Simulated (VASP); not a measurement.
# PbO: single point with PBEsol+D4

The system is PbO.

```
CELL_PARAMETERS angstrom
0.00000 2.79878 2.79878
2.79878 0.00000 2.79878
2.79878 2.79878 0.00000
ATOMIC_POSITIONS crystal
Pb 0.00000 0.00000 0.00000
O 0.25000 0.25000 0.25000
```

```yaml
Program: VASP 6.6.1
Task: single point
Functional: PBEsol
Dispersion: D4
Potentials_or_basis: VASP PAW PBE potentials, release 64 (Pb_d, O)
Cutoff: 600 eV
k_mesh: 6 × 6 × 6
Occupations: gaussian, width 0.01 eV
Spin: no spin polarisation
```

- Pressure: 0.7 GPa
- Band gap on the k mesh: 0.39 eV (least direct gap 0.54 eV)
- Dispersion energy per atom: -0.161 eV

Levels at points of the mesh, in eV from the valence-band top:
```
           k point  band 6  band 7  band 8  band 9  band 10  band 11  band 12  band 13  band 14  band 15
(0.00, 0.00, 0.00)  -16.17   -6.82   -2.25   -2.25    -2.25     5.27     5.27     5.27     8.04    12.06
(0.50, 0.00, 0.00)  -15.53   -7.88   -2.73   -2.73    -2.22     2.41     5.47     5.47     8.65    11.80
(0.50, 0.50, 0.00)  -15.40   -7.86   -3.52   -3.52    -0.14     0.39     5.88     5.88     6.26    10.94
```

Run time: 13 s on 1 thread of Intel(R) Xeon(R) Platinum 8488C (Sapphire Rapids), with other jobs on the host, peak memory 0.18 GiB.

Caveat: the structure was generated, so it needn't be the stable form of PbO; the PAW data sets were made with another functional, which shifts forces and pressure a little; spin-orbit coupling is left out, which moves the levels of the heavy elements. A k mesh can miss the band edges.
